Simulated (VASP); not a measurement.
Wanted: the native input for a VASP 6.6.1 run.

| Quantity | Value |
| --- | --- |
| Task | single point |
| Functional | PBEsol |
| Dispersion | D4 |
| Potentials or basis | VASP PAW PBE potentials, release 64 (Fe) |
| Cutoff | 520 eV |
| k mesh | 13 × 13 × 13 |
| Occupations | fermi-dirac, width 0.05 eV |
| Spin | collinear spin, ferromagnetic start |
| Starting moments | [3.0] μB |
| Dipole correction | no |
| Further INCAR settings | ALGO = Normal; EDIFF = 1e-07; NBANDS = 14 |

The structure of Fe lies in POSCAR:

```
Fe
1.0
   -1.3861193818      1.3861193818      1.3861193818
    1.3861193818     -1.3861193818      1.3861193818
    1.3861193818      1.3861193818     -1.3861193818
Fe
1
Direct
    0.0000000000      0.0000000000      0.0000000000
```

One way to write it, as run:

INCAR

```
ALGO = Normal ; EDIFF = 1E-7
ENCUT = 520 ; GGA = PS
ISIF = 2 ; ISMEAR = -1
ISPIN = 2 ; IVDW = 13
LASPH = True ; LCHARG = False
LMAXMIX = 4 ; LORBIT = 11
LREAL = False ; LWAVE = False
MAGMOM = 3 ; NBANDS = 14
NELM = 150 ; PREC = Accurate
SIGMA = 0.05
```

KPOINTS

```
k-points
0
Gamma
  13 13 13
```

Potentials or basis: VASP PAW PBE potentials, release 64 (Fe).

Launch:

```sh
$ cat potpaw_PBE.64/Fe/POTCAR > POTCAR
$ mpirun -np 1 vasp_std > vasp.out
```

It gave:

- Pressure: 0.0 GPa
- Net moment: 2.05 μB per cell
- Site moments: Fe +2.03 μB
- Valence electrons inside the program's atomic spheres: Fe 7.42
- Dispersion energy per atom: -0.216 eV

Caveat: the PAW data sets were made with another functional, which shifts forces and pressure a little.

Wall time 26 s on 1 thread of Intel Xeon 8259CL, on a shared host, peak memory 0.14 GiB.
